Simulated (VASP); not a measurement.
# WSe2 (P-3m1) in VASP: further runs

The runs below take WSe2 through single point, with PBEsol.

All numbers are computed with VASP 6.6.1; they aren't measurements. Logs are shortened: lines on timing, memory, paths and dates and some standing lists are left out, and cuts for length are marked.

### Step 1. The cell of the first run

Symmetry: P-3m1, No. 164, trigonal system. The conventional cell has a = 3.271 Å, b = 3.271 Å, c = 14.721 Å, α = 90.00°, β = 90.00°, γ = 120.00°. W (site symmetry 3m) has 6 Se at 2.52 Å and 6 W at 3.27 Å within 3.3 Å. Within 3.3 Å of Se (site symmetry 3m) lie 3 W at 2.52 Å and 6 Se at 3.27 Å. Within 3.3 Å of Se (site symmetry 3m) lie 3 W at 2.52 Å and 6 Se at 3.27 Å.

### Step 2. Single point, PBEsol

INCAR reads:

```
PREC = Accurate ; ENCUT = 520
EDIFF = 1E-7 ; ISMEAR = 0
SIGMA = 0.05 ; LREAL = F
LASPH = T ; NELM = 60
ALGO = Normal ; ISIF = 2
LWAVE = F ; LCHARG = F
GGA = PS ; NBANDS = 35
```

KPOINTS reads:

```
Automatic mesh
0
Gamma
  9 9 2
```

POSCAR reads:

```
WSe2
1.0
   -3.2711504052      0.0000000000      0.0000000000
   -1.6355752026     -2.8328993505      0.0000000000
    0.0000000000      0.0000000000     14.7206689562
W Se
2 4
Direct
    0.3333333333      0.3333333333      0.6735768426
    0.6666666667      0.6666666667      0.2245256142
    0.3333333333      0.3333333333      0.1108134324
    0.6666666667      0.6666666667      0.5598646608
    0.3333333333      0.3333333333      0.3382377960
    0.6666666667      0.6666666667      0.7872890245
```

Potentials or basis: VASP PAW PBE potentials, release 64 (W_sv, Se).

Launch:

```console
cat potpaw_PBE.64/W_sv/POTCAR potpaw_PBE.64/Se/POTCAR > POTCAR
mpirun -np 1 vasp_std > vasp.out
```

OUTCAR:

```text
PREC = Accurate
   ENCUT = 520
   EDIFF = 1E-7
   ISMEAR = 0
   LREAL = F
   LASPH = T
   NELM = 60
   ISIF = 2
   GGA = PS

 ion  position               nearest neighbor table
   1  0.333  0.333  0.674-   4 2.52   4 2.52   4 2.52   6 2.52   6 2.52   6 2.52
   2  0.667  0.667  0.225-   3 2.52   5 2.52   3 2.52   5 2.52   3 2.52   5 2.52
   3  0.333  0.333  0.111-   2 2.52   2 2.52   2 2.52
   4  0.667  0.667  0.560-   1 2.52   1 2.52   1 2.52
   5  0.333  0.333  0.338-   2 2.52   2 2.52   2 2.52
   6  0.667  0.667  0.787-   1 2.52   1 2.52   1 2.52

  LATTYP: Found a hexagonal cell.
 ALAT       =     3.2711504052
 C/A-ratio  =     4.5001504464

  Lattice vectors:

 A1 = (   1.6355752026,   2.8328993505,   0.0000000000)
 A2 = (  -3.2711504052,   0.0000000000,   0.0000000000)
 A3 = (   0.0000000000,   0.0000000000,  14.7206689562)

Analysis of symmetry for initial positions (statically):
=====================================================================
 Subroutine PRICEL returns:
 Original cell was already a primitive cell.

 Routine SETGRP: Setting up the symmetry group for a
 hexagonal supercell.

 Subroutine GETGRP returns: Found 12 space group operations
 (whereof  6 operations were pure point group operations)
 out of a pool of 24 trial point group operations.

The static configuration has the point symmetry C_3v.
 The point group associated with its full space group is D_3d.

Analysis of symmetry for dynamics (positions and initial velocities):
=====================================================================
 Subroutine PRICEL returns:
 Original cell was already a primitive cell.

 Routine SETGRP: Setting up the symmetry group for a
 hexagonal supercell.

 Subroutine GETGRP returns: Found 12 space group operations
 (whereof  6 operations were pure point group operations)
 out of a pool of 24 trial point group operations.

The dynamic configuration has the point symmetry C_3v.
 The point group associated with its full space group is D_3d.

 Subroutine INISYM returns: Found 12 space group operations
 (whereof  6 operations are pure point group operations),
 and found     1 'primitive' translations

----------------------------------------------------------------------------------------

                                     Primitive cell

  volume of cell :     136.4141

  direct lattice vectors                    reciprocal lattice vectors
    -3.271150405  0.000000000  0.000000000    -0.305702849  0.176497622  0.000000000
    -1.635575203 -2.832899350  0.000000000     0.000000000 -0.352995245  0.000000000
     0.000000000  0.000000000 14.720668956     0.000000000  0.000000000  0.067931695

  length of vectors
     3.271150405  3.271150405 14.720668956     0.352995245  0.352995245  0.067931695

  position of ions in fractional coordinates (direct lattice)
     0.333333333  0.333333333  0.673576843
     0.666666667  0.666666667  0.224525614
     0.333333333  0.333333333  0.110813432
     0.666666667  0.666666667  0.559864661
     0.333333333  0.333333333  0.338237796
     0.666666667  0.666666667  0.787289024

  ion indices of the primitive-cell ions
   primitive index   ion index
                 1           1
                 2           2
                 3           3
                 4           4
                 5           5
                 6           6

----------------------------------------------------------------------------------------

 KPOINTS: Automatic mesh

Automatic generation of k-mesh.
 Grid dimensions read from file:
 generate k-points for:    9    9    2

 Generating k-lattice:

  Cartesian coordinates                     Fractional coordinates (reciprocal lattice)
    -0.033966983  0.019610847  0.000000000     0.111111111 -0.000000000  0.000000000
     0.000000000 -0.039221694  0.000000000     0.000000000  0.111111111  0.000000000
     0.000000000  0.000000000  0.033965848     0.000000000  0.000000000  0.500000000

  Length of vectors
     0.039221694  0.039221694  0.033965848

  Shift w.r.t. Gamma in fractional coordinates (k-lattice)
     0.000000000  0.000000000  0.000000000

 Subroutine IBZKPT returns following result:
 ===========================================

 Found     24 irreducible k-points:

 Following reciprocal coordinates:
            Coordinates               Weight
  0.000000  0.000000  0.000000      1.000000
  0.111111 -0.000000  0.000000      6.000000
  0.222222 -0.000000  0.000000      6.000000
  0.333333 -0.000000  0.000000      6.000000
  0.444444 -0.000000  0.000000      6.000000
  0.222222  0.111111  0.000000      6.000000
[... 16 lines left out ...]
 -0.444444  0.222222  0.500000     12.000000
 -0.333333  0.333333  0.500000      2.000000
   k-points           NKPTS =     24   k-points in BZ     NKDIM =     24   number of bands    NBANDS=     35
   number of dos      NEDOS =    301   number of ions     NIONS =      6
   total plane-waves  NPLWV =  64512
   dimension x,y,z NGX =    24 NGY =   24 NGZ =  112
   dimension x,y,z NGXF=    48 NGYF=   48 NGZF=  224
   ions per type =               2   4
   NGX,Y,Z   is equivalent  to a cutoff of  12.20, 12.20, 12.65 a.u.
   NGXF,Y,Z  is equivalent  to a cutoff of  24.39, 24.39, 25.30 a.u.
 SYSTEM =  unknown system
   PREC   = accura    normal or accurate (medium, high low for compatibility)
   ISTART =      0    job   : 0-new  1-cont  2-samecut
   ICHARG =      2    charge: 1-file 2-atom 10-const
   ISPIN  =      1    spin polarized calculation?
   LNONCOLLINEAR =      F non collinear calculations
   LSORBIT =      F    spin-orbit coupling
   LASPH  =      T    aspherical Exc in radial PAW
   ENCUT  =  520.0 eV  38.22 Ry    6.18 a.u.   6.08  6.08 27.37*2*pi/ulx,y,z
   NELM   =     60;   NELMIN=  2; NELMDL= -5     # of ELM steps
   EDIFF  = 0.1E-06   stopping-criterion for ELM
   LREAL  =      F    real-space projection
   EDIFFG = 0.1E-05   stopping-criterion for IOM
   NSW    =      0    number of steps for IOM
   IBRION =     -1    ionic relax: 0-MD 1-quasi-New 2-CG
   NFREE  =      0    steps in history (QN), initial steepest desc. (CG)
   ISIF   =      2    stress and relaxation
   ISYM   =      2    0-nonsym 1-usesym 2-fastsym
   POTIM  = 0.5000    time-step for ionic-motion
   TEBEG  =    0.0;   TEEND  =   0.0 temperature during run
   PSTRESS=    0.0 pullay stress
   NELECT =      52.0000    total number of electrons
   NUPDOWN=      -1.0000    fix difference up-down
   EMIN   =  10.00;   EMAX   =-10.00  energy-range for DOS
   EFERMI =   0.00;   METHOD = LEGACY
   ISMEAR =     0;   SIGMA  =   0.05  broadening in eV -4-tet -1-fermi 0-gaus
   EFERMI_NEDOS =   21; number of points for ismear=-14 and -15
   IALGO  =     38    algorithm
   IMIX   =      4    mixing-type and parameters
     AMIX     =   0.40;   BMIX     =  1.00
     AMIX_MAG =   1.60;   BMIX_MAG =  1.00
  volume/ion in A,a.u.               =      22.74       153.43
  Fermi-wavevector in a.u.,A,eV,Ry     =   1.187015  2.243133 19.170672  1.409005
  Thomas-Fermi vector in A             =   2.323175
   LORBIT       =      0    0 simple, 1 ext, 2 COOP (PROOUT), +10 PAW based schemes
   GGA     = PS    functional components
   LHFCALC =     F    Hartree Fock is set to
   AEXX    =    0.0000 exact exchange contribution
   IVDW    =     0    specifies the selected vdW correction
   LEPSILON=     F    determine dielectric tensor
   LRPA    =     F    only Hartree local field effects (RPA)
 non-spin polarized calculation
 Gauss-broadening in eV      SIGMA  =   0.05
  energy-cutoff  :      520.00
  volume of cell :      136.41
 maximum number of plane-waves:      3744
   NGX = 13   NGY = 13   NGZ = 55

 number of electron      51.9999996 magnetization

 Free energy of the ion-electron system (eV)
  ---------------------------------------------------
  ext. energy  EPLUGINS =         0.00000000
  ---------------------------------------------------
  free energy    TOTEN  =       -46.51575176 eV

  energy without entropy =      -46.51575176  energy(sigma->0) =      -46.51575176

 E-fermi :   4.9130     XC(G=0):  -9.9918

 val. band max:        4.6932892266   @ k =   0.0000   0.0000   0.0000
 cond. band min:       6.1151579951   @ k =   0.3333   0.1111   0.0000
 fundamental gap:      1.4218687685
 Fermi energy:         4.9129538347

 k-point     1 :       0.0000    0.0000    0.0000
  band No.  band energies     occupation
      1     -69.3234      2.00000
      2     -69.3234      2.00000
      3     -33.5886      2.00000
      4     -33.5886      2.00000
      5     -33.4384      2.00000
      6     -33.4384      2.00000
[... 27 lines left out ...]
     34       7.9092      0.00000
     35       9.1364      0.00000

 k-point     2 :       0.1111   -0.0000    0.0000
  band No.  band energies     occupation
      1     -69.3221      2.00000
      2     -69.3221      2.00000
      3     -33.5829      2.00000
      4     -33.5829      2.00000
      5     -33.4681      2.00000
      6     -33.4681      2.00000
[... 27 lines left out ...]
     34       8.0179      0.00000
     35       9.9218      0.00000

 k-point     3 :       0.2222   -0.0000    0.0000
  band No.  band energies     occupation
      1     -69.3188      2.00000
      2     -69.3188      2.00000
      3     -33.5685      2.00000
      4     -33.5685      2.00000
      5     -33.5425      2.00000
      6     -33.5425      2.00000
[... 27 lines left out ...]
     34       8.6217      0.00000
     35      10.5698      0.00000

 k-point     4 :       0.3333   -0.0000    0.0000
  band No.  band energies     occupation
      1     -69.3150      2.00000
      2     -69.3149      2.00000
      3     -33.6259      2.00000
      4     -33.6259      2.00000
      5     -33.5520      2.00000
      6     -33.5520      2.00000
[... 27 lines left out ...]
     34       9.0569      0.00000
     35      10.4691      0.00000

 k-point     5 :       0.4444   -0.0000    0.0000
  band No.  band energies     occupation
      1     -69.3125      2.00000
      2     -69.3125      2.00000
      3     -33.6797      2.00000
      4     -33.6797      2.00000
      5     -33.5413      2.00000
      6     -33.5413      2.00000
[... 638 lines left out ...]
 k-point    22 :       0.4444    0.2222    0.5000
  band No.  band energies     occupation
      1     -69.3133      2.00000
      2     -69.3133      2.00000
      3     -33.6308      2.00000
      4     -33.6308      2.00000
      5     -33.5448      2.00000
      6     -33.5448      2.00000
[... 27 lines left out ...]
     34       9.3652      0.00000
     35      11.0785      0.00000

 k-point    23 :      -0.4444    0.2222    0.5000
  band No.  band energies     occupation
      1     -69.3114      2.00000
      2     -69.3114      2.00000
      3     -33.6502      2.00000
      4     -33.6502      2.00000
      5     -33.5557      2.00000
      6     -33.5557      2.00000
[... 27 lines left out ...]
     34       9.4255      0.00000
     35      10.2483      0.00000

 k-point    24 :      -0.3333    0.3333    0.5000
  band No.  band energies     occupation
      1     -69.3107      2.00000
      2     -69.3107      2.00000
      3     -33.6249      2.00000
      4     -33.6249      2.00000
      5     -33.5991      2.00000
      6     -33.5991      2.00000
[... 27 lines left out ...]
     34       9.5599      0.00000
     35      10.6972      0.00000

------------------------ aborting loop because EDIFF is reached ----------------------------------------

  FORCE on cell =-STRESS in cart. coord.  units (eV):
  Direction    XX          YY          ZZ          XY          YZ          ZX
  --------------------------------------------------------------------------------------
  -------------------------------------------------------------------------------------
  Total        0.2288231      0.2288231      0.2686670      0.0000000     -0.0000000      0.0000000
  in kB        2.6875176      2.6875176      3.1554816      0.0000000     -0.0000000      0.0000000
  external PRESSURE =       2.8435056 kB  Pullay stress =       0.0000000 kB

 VOLUME and BASIS-vectors are now :
 -----------------------------------------------------------------------------
  energy-cutoff  :      520.00
  volume of cell :      136.41
      direct lattice vectors                 reciprocal lattice vectors
    -3.271150405  0.000000000  0.000000000    -0.305702849  0.176497622  0.000000000
    -1.635575203 -2.832899350  0.000000000     0.000000000 -0.352995245  0.000000000
     0.000000000  0.000000000 14.720668956     0.000000000  0.000000000  0.067931695

 POSITION                                       TOTAL-FORCE (eV/Angst)
 -----------------------------------------------------------------------------------
     -1.63558     -0.94430      9.91550        -0.000000     -0.000000      0.034670
     -3.27115     -1.88860      3.30517         0.000000     -0.000000     -0.034670
     -1.63558     -0.94430      1.63125         0.000000     -0.000000     -0.041336
     -3.27115     -1.88860      8.24158         0.000000      0.000000     -0.068210
     -1.63558     -0.94430      4.97909        -0.000000     -0.000000      0.068210
     -3.27115     -1.88860     11.58942        -0.000000      0.000000      0.041336
 -----------------------------------------------------------------------------------
    total drift:                               -0.000000     -0.000000      0.000002

  FREE ENERGIE OF THE ION-ELECTRON SYSTEM (eV)
  ---------------------------------------------------
  free  energy   TOTEN  =       -46.5157517559 eV

  energy  without entropy=      -46.5157517559  energy(sigma->0) =      -46.51575176
```

Wall time 48 s (1 thread of Intel Xeon 6975P-C (Granite Rapids), shared host); peak memory 0.28 GiB.

What came out:

* Free energy: -46.5158 eV
* Pressure: 0.3 GPa
* Largest force: 0.068 eV/Å
* Band gap on the k mesh: 1.42 eV, indirect (least direct gap 1.64 eV)

Forces on the atoms (eV/Å):
```
W    0.000  0.000  0.035
W    0.000  0.000 -0.035
Se   0.000  0.000 -0.041
Se   0.000  0.000 -0.068
Se   0.000  0.000  0.068
Se   0.000  0.000  0.041
```

Levels at points of the mesh, in eV from the valence-band top:
```
           k point  band 23  band 24  band 25  band 26  band 27  band 28  band 29  band 30
(0.00, 0.00, 0.00)    -1.24    -1.24    -0.76     0.00     2.97     2.97     2.99     2.99
(0.00, 0.00, 0.50)    -1.24    -1.24    -0.55    -0.06     2.97     2.97     2.99     2.99
```

Caveat: the PAW data sets were made with another functional, which shifts forces and pressure a little; spin-orbit coupling is left out, which moves the levels of the heavy elements; this functional lacks dispersion, which binds the layers, so the pressure and a relaxed spacing across them are unreliable. As with any semilocal functional, this PBEsol gap is likely too small.

### Step 3. Single point, PBEsol

This run uses another cell than the first one, of 23.51 Å³/atom, 1.034 times its volume.

INCAR reads:

```
PREC = Accurate
ENCUT = 520
EDIFF = 1E-7
ISMEAR = 0
SIGMA = 0.05
LREAL = False
LASPH = True
NELM = 60
ALGO = Normal
ISIF = 2
LWAVE = False
LCHARG = False
GGA = PS
NBANDS = 35
```

KPOINTS is that of step 2.

POSCAR reads:

```
WSe2
1.0
   -3.2711504052      0.0000000000      0.0000000000
   -1.6355752026     -2.8328993505      0.0000000000
    0.0000000000      0.0000000000     15.2206689562
W Se
2 4
Direct
    0.3333333333      0.3333333333      0.6514497980
    0.6666666667      0.6666666667      0.2171499327
    0.3333333333      0.3333333333      0.1071732037
    0.6666666667      0.6666666667      0.5414730690
    0.3333333333      0.3333333333      0.3271266617
    0.6666666667      0.6666666667      0.7614265270
```

Potentials or basis: VASP PAW PBE potentials, release 64 (W_sv, Se).

Launch:

```console
cat potpaw_PBE.64/W_sv/POTCAR potpaw_PBE.64/Se/POTCAR > POTCAR
mpirun -np 1 vasp_std > vasp.out
```

Wall time 53 s (1 thread of Intel Xeon 6975P-C (Granite Rapids), shared host); peak memory 0.29 GiB.

Results (log left out):

| Quantity | Value |
| --- | --- |
| Free energy | -46.5131 eV |
| Pressure | 0.3 GPa |
| Largest force | 0.068 eV/Å |
| Band gap on the k mesh | 1.46 eV, indirect (least direct gap 1.64 eV) |

Forces in eV/Å, atoms in the order of the input:
```
W    0.000  0.000  0.035
W    0.000  0.000 -0.035
Se   0.000  0.000 -0.036
Se   0.000  0.000 -0.068
Se   0.000  0.000  0.068
Se   0.000  0.000  0.036
```

Levels at points of the mesh, in eV from the valence-band top:
| k point | band 23 | band 24 | band 25 | band 26 | band 27 | band 28 | band 29 | band 30 |
| --- | --- | --- | --- | --- | --- | --- | --- | --- |
| (0.00, 0.00, 0.00) | -1.22 | -1.22 | -0.71 | 0.00 | 2.98 | 2.98 | 3.00 | 3.00 |
| (0.00, 0.00, 0.50) | -1.22 | -1.22 | -0.58 | -0.04 | 2.98 | 2.98 | 3.00 | 3.00 |

Caveat: the PAW data sets were made with another functional, which shifts forces and pressure a little; spin-orbit coupling is left out, which moves the levels of the heavy elements; this functional lacks dispersion, which binds the layers, so the pressure and a relaxed spacing across them are unreliable. A k mesh can miss the band edges.
